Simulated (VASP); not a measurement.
# YNbTl (P-6m2) in VASP: further runs

YNbTl is run at these levels: PBE; tasks: single point.

All numbers are computed with VASP 6.6.1; they aren't measurements. Logs are shortened: lines on timing, memory, paths and dates and some standing lists are left out, and cuts for length are marked.

**1. The cell of the first run**

Symmetry: P-6m2, No. 187, hexagonal system. The conventional cell has a = 4.723 Å, b = 4.723 Å, c = 3.823 Å, α = 90.00°, β = 90.00°, γ = 120.00°. Within 4.4 Å of Y (site symmetry -6m2) lie 6 Nb at 3.33 Å and 6 Tl at 3.33 Å and 2 Y at 3.82 Å. Within 3.6 Å of Nb (site symmetry -6m2) lie 3 Tl at 2.73 Å and 6 Y at 3.33 Å. Within 3.6 Å of Tl (site symmetry -6m2) lie 3 Nb at 2.73 Å and 6 Y at 3.33 Å.

The cell was generated, and may not be a known phase.

**2. Single point, PBE**

The input, INCAR:

```
SYSTEM = YNbTl
PREC = Accurate ; ENCUT = 520
EDIFF = 1E-6 ; ISMEAR = 0
SIGMA = 0.1 ; LREAL = .False.
LASPH = .True. ; NELM = 80
ALGO = Fast ; ISIF = 2
LWAVE = .False. ; LCHARG = .False.
GGA = PE ; NBANDS = 26
```

The input, KPOINTS:

```
Automatic mesh
0
Gamma
  6 6 4
  0 0 0
```

The input, POSCAR:

```
YNbTl
1.0
    4.7228336100      0.0000000000      0.0000000000
   -2.3614168000      4.0900938800      0.0000000000
    0.0000000000      0.0000000000      3.8225675000
Y Nb Tl
1 1 1
Direct
    0.0000000000      0.0000000000      0.0000000000
    0.6666666700      0.3333333300      0.5000000000
    0.3333333300      0.6666666700      0.5000000000
```

Potentials or basis: VASP PAW PBE potentials, release 64 (Y_sv, Nb_sv, Tl_d).

Started as:

```sh
cat potpaw_PBE.64/Y_sv/POTCAR potpaw_PBE.64/Nb_sv/POTCAR potpaw_PBE.64/Tl_d/POTCAR > POTCAR
mpirun -np 1 vasp_std > vasp.out
```

OUTCAR:

```text
SYSTEM = YNbTl
   PREC = Accurate
   ENCUT = 520
   EDIFF = 1E-6
   ISMEAR = 0
   LREAL = .False.
   LASPH = .True.
   NELM = 80
   ISIF = 2
   GGA = PE

 ion  position               nearest neighbor table
   1  0.000  0.000  0.000-   2 3.33   3 3.33   2 3.33   3 3.33   3 3.33   3 3.33   2 3.33   2 3.33
                             2 3.33   2 3.33   3 3.33   3 3.33
   2  0.667  0.333  0.500-   3 2.73   3 2.73   3 2.73   1 3.33   1 3.33   1 3.33   1 3.33   1 3.33
                             1 3.33
   3  0.333  0.667  0.500-   2 2.73   2 2.73   2 2.73   1 3.33   1 3.33   1 3.33   1 3.33   1 3.33
                             1 3.33

  LATTYP: Found a hexagonal cell.
 ALAT       =     4.7228336100
 C/A-ratio  =     0.8093800916

  Lattice vectors:

 A1 = (   4.7228336100,   0.0000000000,   0.0000000000)
 A2 = (  -2.3614168000,   4.0900938800,   0.0000000000)
 A3 = (   0.0000000000,   0.0000000000,   3.8225675000)

Analysis of symmetry for initial positions (statically):
=====================================================================
 Subroutine PRICEL returns:
 Original cell was already a primitive cell.

 Routine SETGRP: Setting up the symmetry group for a
 hexagonal supercell.

 Subroutine GETGRP returns: Found 12 space group operations
 (whereof 12 operations were pure point group operations)
 out of a pool of 24 trial point group operations.

The static configuration has the point symmetry D_3h.

Analysis of symmetry for dynamics (positions and initial velocities):
=====================================================================
 Subroutine PRICEL returns:
 Original cell was already a primitive cell.

 Routine SETGRP: Setting up the symmetry group for a
 hexagonal supercell.

 Subroutine GETGRP returns: Found 12 space group operations
 (whereof 12 operations were pure point group operations)
 out of a pool of 24 trial point group operations.

The dynamic configuration has the point symmetry D_3h.

 Subroutine INISYM returns: Found 12 space group operations
 (whereof 12 operations are pure point group operations),
 and found     1 'primitive' translations

----------------------------------------------------------------------------------------

                                     Primitive cell

  volume of cell :      73.8399

  direct lattice vectors                    reciprocal lattice vectors
     4.722833610  0.000000000  0.000000000     0.211737292  0.122246583  0.000000000
    -2.361416800  4.090093880  0.000000000     0.000000000  0.244493166  0.000000000
     0.000000000  0.000000000  3.822567500     0.000000000  0.000000000  0.261604275

  length of vectors
     4.722833610  4.722833604  3.822567500     0.244493165  0.244493166  0.261604275

  position of ions in fractional coordinates (direct lattice)
     0.000000000  0.000000000  0.000000000
     0.666666670  0.333333330  0.500000000
     0.333333330  0.666666670  0.500000000

  ion indices of the primitive-cell ions
   primitive index   ion index
                 1           1
                 2           2
                 3           3

----------------------------------------------------------------------------------------

 KPOINTS: Automatic mesh

Automatic generation of k-mesh.
 Grid dimensions read from file:
 generate k-points for:    6    6    4

 Generating k-lattice:

  Cartesian coordinates                     Fractional coordinates (reciprocal lattice)
     0.035289549  0.020374430  0.000000000     0.166666667  0.000000000  0.000000000
     0.000000000  0.040748861  0.000000000     0.000000000  0.166666667  0.000000000
     0.000000000  0.000000000  0.065401069     0.000000000  0.000000000  0.250000000

  Length of vectors
     0.040748861  0.040748861  0.065401069

  Shift w.r.t. Gamma in fractional coordinates (k-lattice)
     0.000000000  0.000000000  0.000000000

 Subroutine IBZKPT returns following result:
 ===========================================

 Found     21 irreducible k-points:

 Following reciprocal coordinates:
            Coordinates               Weight
  0.000000  0.000000  0.000000      1.000000
  0.166667 -0.000000  0.000000      6.000000
  0.333333  0.000000  0.000000      6.000000
  0.500000 -0.000000  0.000000      3.000000
  0.166667  0.166667  0.000000      6.000000
  0.333333  0.166667  0.000000     12.000000
[... 13 lines left out ...]
  0.333333  0.166667  0.500000     12.000000
  0.333333  0.333333  0.500000      2.000000
   k-points           NKPTS =     21   k-points in BZ     NKDIM =     21   number of bands    NBANDS=     26
   number of dos      NEDOS =    301   number of ions     NIONS =      3
   total plane-waves  NPLWV =  36288
   dimension x,y,z NGX =    36 NGY =   36 NGZ =   28
   dimension x,y,z NGXF=    72 NGYF=   72 NGZF=   56
   ions per type =               1   1   1
   NGX,Y,Z   is equivalent  to a cutoff of  12.67, 12.67, 12.18 a.u.
   NGXF,Y,Z  is equivalent  to a cutoff of  25.34, 25.34, 24.35 a.u.
 SYSTEM =  YNbTl
   PREC   = accura    normal or accurate (medium, high low for compatibility)
   ISTART =      0    job   : 0-new  1-cont  2-samecut
   ICHARG =      2    charge: 1-file 2-atom 10-const
   ISPIN  =      1    spin polarized calculation?
   LNONCOLLINEAR =      F non collinear calculations
   LSORBIT =      F    spin-orbit coupling
   LASPH  =      T    aspherical Exc in radial PAW
   ENCUT  =  520.0 eV  38.22 Ry    6.18 a.u.   8.78  8.78  7.11*2*pi/ulx,y,z
   NELM   =     80;   NELMIN=  2; NELMDL= -5     # of ELM steps
   EDIFF  = 0.1E-05   stopping-criterion for ELM
   LREAL  =      F    real-space projection
   EDIFFG = 0.1E-04   stopping-criterion for IOM
   NSW    =      0    number of steps for IOM
   IBRION =     -1    ionic relax: 0-MD 1-quasi-New 2-CG
   NFREE  =      0    steps in history (QN), initial steepest desc. (CG)
   ISIF   =      2    stress and relaxation
   ISYM   =      2    0-nonsym 1-usesym 2-fastsym
   POTIM  = 0.5000    time-step for ionic-motion
   TEBEG  =    0.0;   TEEND  =   0.0 temperature during run
   PSTRESS=    0.0 pullay stress
   NELECT =      37.0000    total number of electrons
   NUPDOWN=      -1.0000    fix difference up-down
   EMIN   =  10.00;   EMAX   =-10.00  energy-range for DOS
   EFERMI =   0.00;   METHOD = LEGACY
   ISMEAR =     0;   SIGMA  =   0.10  broadening in eV -4-tet -1-fermi 0-gaus
   EFERMI_NEDOS =   21; number of points for ismear=-14 and -15
   IALGO  =     68    algorithm
   IMIX   =      4    mixing-type and parameters
     AMIX     =   0.40;   BMIX     =  1.00
     AMIX_MAG =   1.60;   BMIX_MAG =  1.00
  volume/ion in A,a.u.               =      24.61       166.10
  Fermi-wavevector in a.u.,A,eV,Ry     =   1.300304  2.457219 23.004617  1.690792
  Thomas-Fermi vector in A             =   2.431512
   LORBIT       =      0    0 simple, 1 ext, 2 COOP (PROOUT), +10 PAW based schemes
   GGA     = PE    functional components
   LHFCALC =     F    Hartree Fock is set to
   AEXX    =    0.0000 exact exchange contribution
   IVDW    =     0    specifies the selected vdW correction
   LEPSILON=     F    determine dielectric tensor
   LRPA    =     F    only Hartree local field effects (RPA)
 non-spin polarized calculation
 RMM-DIIS sequential band-by-band and
 Gauss-broadening in eV      SIGMA  =   0.10
  energy-cutoff  :      520.00
  volume of cell :       73.84
 maximum number of plane-waves:      2018
 NGX is ok and might be reduce to    36
   NGX = 17   NGY = 17   NGZ = 15

 number of electron      37.0000001 magnetization

 Free energy of the ion-electron system (eV)
  ---------------------------------------------------
  ext. energy  EPLUGINS =         0.00000000
  ---------------------------------------------------
  free energy    TOTEN  =       -17.67407285 eV

  energy without entropy =      -17.64670180  energy(sigma->0) =      -17.66038733

 E-fermi :   6.9016     XC(G=0): -10.7910

 val. band max:        6.8937764916   @ k =   0.3333   0.0000   0.0000
 cond. band min:       6.9300639723   @ k =   0.3333   0.1667   0.5000
 fundamental gap:      0.0362874807
 Fermi energy:         6.9016175848

 k-point     1 :       0.0000    0.0000    0.0000
  band No.  band energies     occupation
      1     -48.0033      2.00000
      2     -35.7027      2.00000
      3     -24.2074      2.00000
      4     -24.2074      2.00000
      5     -23.8707      2.00000
      6     -15.6976      2.00000
[... 18 lines left out ...]
     25      10.6978      0.00000
     26      11.7883      0.00000

 k-point     2 :       0.1667   -0.0000    0.0000
  band No.  band energies     occupation
      1     -48.0031      2.00000
      2     -35.7026      2.00000
      3     -24.2090      2.00000
      4     -24.2071      2.00000
      5     -23.8705      2.00000
      6     -15.7062      2.00000
[... 18 lines left out ...]
     25      11.7316      0.00000
     26      12.3095      0.00000

 k-point     3 :       0.3333    0.0000    0.0000
  band No.  band energies     occupation
      1     -48.0028      2.00000
      2     -35.7023      2.00000
      3     -24.2124      2.00000
      4     -24.2065      2.00000
      5     -23.8700      2.00000
      6     -15.7228      2.00000
[... 18 lines left out ...]
     25      10.8841      0.00000
     26      11.0620      0.00000

 k-point     4 :       0.5000   -0.0000    0.0000
  band No.  band energies     occupation
      1     -48.0027      2.00000
      2     -35.7022      2.00000
      3     -24.2141      2.00000
      4     -24.2062      2.00000
      5     -23.8698      2.00000
      6     -15.7308      2.00000
[... 18 lines left out ...]
     25      10.4174      0.00000
     26      11.1778      0.00000

 k-point     5 :       0.1667    0.1667    0.0000
  band No.  band energies     occupation
      1     -48.0029      2.00000
      2     -35.7024      2.00000
      3     -24.2119      2.00000
      4     -24.2063      2.00000
      5     -23.8701      2.00000
      6     -15.7170      2.00000
[... 18 lines left out ...]
     25      11.0239      0.00000
     26      11.2871      0.00000

 k-point     6 :       0.3333    0.1667    0.0000
  band No.  band energies     occupation
      1     -48.0027      2.00000
      2     -35.7022      2.00000
      3     -24.2150      2.00000
      4     -24.2053      2.00000
      5     -23.8698      2.00000
      6     -15.7257      2.00000
[... 340 lines left out ...]
 k-point    18 :       0.5000   -0.0000    0.5000
  band No.  band energies     occupation
      1     -48.0004      2.00000
      2     -35.6920      2.00000
      3     -24.2123      2.00000
      4     -24.2000      2.00000
      5     -23.9203      2.00000
      6     -15.8120      2.00000
[... 18 lines left out ...]
     25      11.0714      0.00000
     26      11.9856      0.00000

 k-point    19 :       0.1667    0.1667    0.5000
  band No.  band energies     occupation
      1     -48.0006      2.00000
      2     -35.6924      2.00000
      3     -24.2078      2.00000
      4     -24.2012      2.00000
      5     -23.9191      2.00000
      6     -15.8175      2.00000
[... 18 lines left out ...]
     25      11.6595      0.00000
     26      11.6923      0.00000

 k-point    20 :       0.3333    0.1667    0.5000
  band No.  band energies     occupation
      1     -48.0004      2.00000
      2     -35.6920      2.00000
      3     -24.2108      2.00000
      4     -24.2015      2.00000
      5     -23.9203      2.00000
      6     -15.8122      2.00000
[... 18 lines left out ...]
     25      11.3163      0.00000
     26      11.8860      0.00000

 k-point    21 :       0.3333    0.3333    0.5000
  band No.  band energies     occupation
      1     -48.0003      2.00000
      2     -35.6919      2.00000
      3     -24.2099      2.00000
      4     -24.2035      2.00000
      5     -23.9207      2.00000
      6     -15.8107      2.00000
[... 18 lines left out ...]
     25      11.2433      0.00000
     26      12.1962      0.00000

------------------------ aborting loop because EDIFF is reached ----------------------------------------

  FORCE on cell =-STRESS in cart. coord.  units (eV):
  Direction    XX          YY          ZZ          XY          YZ          ZX
  --------------------------------------------------------------------------------------
  -------------------------------------------------------------------------------------
  Total        2.5538133      2.5538133     -0.6111939      0.0000000      0.0000000      0.0000000
  in kB       55.4126143     55.4126142    -13.2616792      0.0000001      0.0000000      0.0000000
  external PRESSURE =      32.5211831 kB  Pullay stress =       0.0000000 kB

 VOLUME and BASIS-vectors are now :
 -----------------------------------------------------------------------------
  energy-cutoff  :      520.00
  volume of cell :       73.84
      direct lattice vectors                 reciprocal lattice vectors
     4.722833610  0.000000000  0.000000000     0.211737292  0.122246583  0.000000000
    -2.361416800  4.090093880  0.000000000     0.000000000  0.244493166  0.000000000
     0.000000000  0.000000000  3.822567500     0.000000000  0.000000000  0.261604275

 POSITION                                       TOTAL-FORCE (eV/Angst)
 -----------------------------------------------------------------------------------
      0.00000      0.00000      0.00000        -0.000000      0.000000      0.000000
      2.36142      1.36336      1.91128         0.000000     -0.000000      0.000000
     -0.00000      2.72673      1.91128        -0.000000      0.000000      0.000000
 -----------------------------------------------------------------------------------
    total drift:                               -0.000033      0.000019      0.000000

  FREE ENERGIE OF THE ION-ELECTRON SYSTEM (eV)
  ---------------------------------------------------
  free  energy   TOTEN  =       -17.6740728502 eV

  energy  without entropy=      -17.6467018008  energy(sigma->0) =      -17.66038733
```

Run time: 62 s. Hardware: 1 thread of Intel Xeon Platinum 8375C at 2.90GHz (Ice Lake), shared host; peak memory 0.23 GiB.

Results:

| Quantity | Value |
| --- | --- |
| Free energy | -17.6741 eV |
| Pressure | 3.3 GPa |
| Band gap on the k mesh | zero (an odd number of electrons rules out a gap without spin polarisation) |

Caveat: the k points lie up to 0.41 Å⁻¹ apart, too coarse for converged energies and pressures of a metal; spin-orbit coupling is left out, which moves the levels of the heavy elements.

(Part 1 of 2 ends here.)

The gap in the log of VASP goes by the Fermi energy; the results here count the filled bands.